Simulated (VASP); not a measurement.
Here is a VASP 6.6.1 calculation.

Contents of INCAR:

```
SYSTEM = Sb
PREC = Accurate ; ENCUT = 520
EDIFF = 1E-6 ; ISMEAR = -1
SIGMA = 0.05 ; LREAL = .False.
LASPH = .True. ; NELM = 60
ALGO = Normal ; ISIF = 2
LWAVE = .False. ; LCHARG = .False.
GGA = PS ; NBANDS = 8
```

Contents of KPOINTS:

```
regular mesh
0
Gamma
  9 9 9
  0 0 0
```

File POSCAR:

```
Sb
1.0
    3.2219765189      0.0000000000      0.0000000000
    0.0000000000      3.2219765189      0.0000000000
    0.0000000000      0.0000000000      3.2219765189
Sb
1
Direct
    0.0000000000      0.0000000000      0.0000000000
```

Potentials or basis: VASP PAW PBE potentials, release 64 (Sb).

Run with:

```console
$ cat potpaw_PBE.64/Sb/POTCAR > POTCAR
$ mpirun -np 1 vasp_std > vasp.out
```

**Question.** What does it give for the pressure?

**Answer.** -6.8 GPa.

Caveat: the PAW data sets were made with another functional, which shifts forces and pressure a little.
